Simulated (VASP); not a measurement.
# Os (Fm-3m) in VASP: a series of runs

The runs below take Os through single point, with PBEsol.

Everything below comes from runs of VASP 6.6.1. Logs are shortened: lines on timing, memory, paths and dates and some standing lists are left out, and cuts for length are marked.

## Step 1: The cell of the first run

Symmetry: Fm-3m, No. 225, cubic system. Conventional cell: a = 3.916 Å, b = 3.916 Å, c = 3.916 Å, α = 90.00°, β = 90.00°, γ = 90.00°. Within 3.6 Å of Os (site symmetry m-3m) lie 12 Os at 2.77 Å.

## Step 2: Single point, PBEsol (volume scaled by 1.02)

INCAR

```
  PREC = Accurate
  ENCUT = 520
  EDIFF = 1E-6
  ISMEAR = -1
  SIGMA = 0.05
  LREAL = False
  LASPH = True
  NELM = 60
  ALGO = Normal
  ISIF = 2
  LWAVE = False
  LCHARG = True
  GGA = PS
  LELF = True
  LVHAR = True
  NBANDS = 10
```

KPOINTS

```
regular mesh
0
Gamma
  14 14 14
```

POSCAR

```
Os
1.0
    0.0000000000      1.9578811701      1.9578811701
    1.9578811701      0.0000000000      1.9578811701
    1.9578811701      1.9578811701      0.0000000000
Os
1
Direct
    0.0000000000      0.0000000000      0.0000000000
```

Potentials or basis: VASP PAW PBE potentials, release 64 (Os).

On the command line:

```console
> cat potpaw_PBE.64/Os/POTCAR > POTCAR
> mpirun -np 1 vasp_std > vasp.out
```

OUTCAR:

```text
PREC = Accurate
   ENCUT = 520
   EDIFF = 1E-6
   ISMEAR = -1
   LREAL = False
   LASPH = True
   NELM = 60
   ISIF = 2
   GGA = PS

 ion  position               nearest neighbor table
   1  0.000  0.000  0.000-

  LATTYP: Found a face centered cubic cell.
 ALAT       =     3.9157623402

  Lattice vectors:

 A1 = (   0.0000000000,   1.9578811701,   1.9578811701)
 A2 = (   1.9578811701,   0.0000000000,   1.9578811701)
 A3 = (   1.9578811701,   1.9578811701,   0.0000000000)

Analysis of symmetry for initial positions (statically):
=====================================================================
 Subroutine PRICEL returns:
 Original cell was already a primitive cell.

 Routine SETGRP: Setting up the symmetry group for a
 face centered cubic supercell.

 Subroutine GETGRP returns: Found 48 space group operations
 (whereof 48 operations were pure point group operations)
 out of a pool of 48 trial point group operations.

The static configuration has the point symmetry O_h .

Analysis of symmetry for dynamics (positions and initial velocities):
=====================================================================
 Subroutine PRICEL returns:
 Original cell was already a primitive cell.

 Routine SETGRP: Setting up the symmetry group for a
 face centered cubic supercell.

 Subroutine GETGRP returns: Found 48 space group operations
 (whereof 48 operations were pure point group operations)
 out of a pool of 48 trial point group operations.

The dynamic configuration has the point symmetry O_h .

 Subroutine INISYM returns: Found 48 space group operations
 (whereof 48 operations are pure point group operations),
 and found     1 'primitive' translations

----------------------------------------------------------------------------------------

                                     Primitive cell

  volume of cell :      15.0103

  direct lattice vectors                    reciprocal lattice vectors
     0.000000000  1.957881170  1.957881170    -0.255378114  0.255378114  0.255378114
     1.957881170  0.000000000  1.957881170     0.255378114 -0.255378114  0.255378114
     1.957881170  1.957881170  0.000000000     0.255378114  0.255378114 -0.255378114

  length of vectors
     2.768862104  2.768862104  2.768862104     0.442327868  0.442327868  0.442327868

  position of ions in fractional coordinates (direct lattice)
[... 73 lines left out ...]
   LSORBIT =      F    spin-orbit coupling
   LASPH  =      T    aspherical Exc in radial PAW
   ENCUT  =  520.0 eV  38.22 Ry    6.18 a.u.   5.15  5.15  5.15*2*pi/ulx,y,z
   NELM   =     60;   NELMIN=  2; NELMDL= -5     # of ELM steps
   EDIFF  = 0.1E-05   stopping-criterion for ELM
   LREAL  =      F    real-space projection
   EDIFFG = 0.1E-04   stopping-criterion for IOM
   NSW    =      0    number of steps for IOM
   IBRION =     -1    ionic relax: 0-MD 1-quasi-New 2-CG
   NFREE  =      0    steps in history (QN), initial steepest desc. (CG)
   ISIF   =      2    stress and relaxation
   ISYM   =      2    0-nonsym 1-usesym 2-fastsym
   POTIM  = 0.5000    time-step for ionic-motion
   TEBEG  =    0.0;   TEEND  =   0.0 temperature during run
   PSTRESS=    0.0 pullay stress
   NELECT =       8.0000    total number of electrons
   NUPDOWN=      -1.0000    fix difference up-down
   EMIN   =  10.00;   EMAX   =-10.00  energy-range for DOS
   EFERMI =   0.00;   METHOD = LEGACY
   ISMEAR =    -1;   SIGMA  =   0.05  broadening in eV -4-tet -1-fermi 0-gaus
   EFERMI_NEDOS =   21; number of points for ismear=-14 and -15
   IALGO  =     38    algorithm
   IMIX   =      4    mixing-type and parameters
     AMIX     =   0.40;   BMIX     =  1.00
     AMIX_MAG =   1.60;   BMIX_MAG =  1.00
  volume/ion in A,a.u.               =      15.01       101.29
  Fermi-wavevector in a.u.,A,eV,Ry     =   1.327319  2.508268 23.970398  1.761775
  Thomas-Fermi vector in A             =   2.456640
   LORBIT       =      0    0 simple, 1 ext, 2 COOP (PROOUT), +10 PAW based schemes
   GGA     = PS    functional components
   LHFCALC =     F    Hartree Fock is set to
   AEXX    =    0.0000 exact exchange contribution
   IVDW    =     0    specifies the selected vdW correction
   LEPSILON=     F    determine dielectric tensor
   LRPA    =     F    only Hartree local field effects (RPA)
 non-spin polarized calculation
  energy-cutoff  :      520.00
  volume of cell :       15.01
 maximum number of plane-waves:       415
 NGX is ok and might be reduce to    24
   NGX = 11   NGY = 11   NGZ = 11

 number of electron       8.0000000 magnetization

 Free energy of the ion-electron system (eV)
  ---------------------------------------------------
  ext. energy  EPLUGINS =         0.00000000
  ---------------------------------------------------
  free energy    TOTEN  =       -12.00534353 eV

  energy without entropy =      -11.99469232  energy(sigma->0) =      -12.00001792

 E-fermi :   8.1141     XC(G=0): -13.7536

 val. band max:        8.1102425471   @ k =   0.3571   0.2857   0.0714
 cond. band min:       8.1160207328   @ k =   0.0714   0.0000   0.0000
 fundamental gap:      0.0057781857
 Fermi energy:         8.1140704409

 k-point     1 :       0.0000    0.0000    0.0000
  band No.  band energies     occupation
      1      -2.0900      2.00000
      2       5.4367      2.00000
      3       5.4367      2.00000
      4       5.4367      2.00000
      5       8.1828      0.40388
      6       8.1828      0.40388
      7      22.4595      0.00000
      8      27.8412      0.00000
      9      27.8412      0.00000
     10      27.8412      0.00000
[... 287 lines left out ...]
 k-point    24 :       0.2857    0.1429    0.0000
  band No.  band energies     occupation
      1       0.6166      2.00000
      2       4.0178      2.00000
      3       5.7662      2.00000
      4       6.5521      2.00000
      5       7.8783      1.98226
      6       9.1512      0.00000
      7      23.2072      0.00000
      8      26.1842      0.00000
      9      28.2075      0.00000
     10      29.1108      0.00000

 [... further k-points ...]
[... 5 lines left out ...]
  --------------------------------------------------------------------------------------
  -------------------------------------------------------------------------------------
  Total       -2.4565823     -2.4565823     -2.4565823      0.0000000      0.0000000      0.0000000
  in kB     -262.2122161   -262.2122161   -262.2122161      0.0000000      0.0000000      0.0000000
  external PRESSURE =    -262.2122161 kB  Pullay stress =       0.0000000 kB

 VOLUME and BASIS-vectors are now :
 -----------------------------------------------------------------------------
  energy-cutoff  :      520.00
  volume of cell :       15.01
      direct lattice vectors                 reciprocal lattice vectors
     0.000000000  1.957881170  1.957881170    -0.255378114  0.255378114  0.255378114
     1.957881170  0.000000000  1.957881170     0.255378114 -0.255378114  0.255378114
     1.957881170  1.957881170  0.000000000     0.255378114  0.255378114 -0.255378114

 POSITION                                       TOTAL-FORCE (eV/Angst)
 -----------------------------------------------------------------------------------
      0.00000      0.00000      0.00000        -0.000000      0.000000      0.000000
 -----------------------------------------------------------------------------------
    total drift:                               -0.000000      0.000000     -0.000000

  FREE ENERGIE OF THE ION-ELECTRON SYSTEM (eV)
  ---------------------------------------------------
  free  energy   TOTEN  =       -12.0053435272 eV

  energy  without entropy=      -11.9946923182  energy(sigma->0) =      -12.00001792
```

stdout:

```text
POSCAR found type information on POSCAR Os
 POSCAR found :  1 types and       1 ions
 scaLAPACK will be used
 -----------------------------------------------------------------------------
|                                                                             |
|                                                                             |
|     You enforced a specific xc type in the INCAR file but a different       |
|     I HOPE YOU KNOW WHAT YOU ARE DOING!                                     |
|                                                                             |
 -----------------------------------------------------------------------------

 LDA part: xc-table for (Slater+PW92), standard interpolation
 POSCAR, INCAR and KPOINTS ok, starting setup
 FFT: planning ... GRIDC
 FFT: planning ... GRID_SOFT
 FFT: planning ... GRID
 WAVECAR not read
 entering main loop
```

Run time: 6.5 s. Hardware: 1 thread of Intel Xeon 6975P-C (Granite Rapids), shared host; peak memory 0.15 GiB.

What came out:

* Free energy: -12.0053 eV
* Pressure: -26.2 GPa
* Band gap on the k mesh: zero (band 4 reaches 10.35 eV, above the bottom of band 5 at 6.94 eV)

Levels at points of the mesh, in eV from the Fermi level:
```tsv
k point	band 2	band 3	band 4	band 5	band 6	band 7
(0.00, 0.00, 0.00)	-2.68	-2.68	-2.68	0.07	0.07	14.35
(0.50, 0.00, 0.00)	-2.81	-2.81	-0.18	2.23	2.23	8.15
(0.50, 0.50, 0.00)	-6.20	2.19	2.23	2.85	2.85	11.17
```

Caveat: the PAW data sets were made with another functional, which shifts forces and pressure a little; spin-orbit coupling is left out, which moves the levels of the heavy elements.

(Part 1 of 3 ends here.)
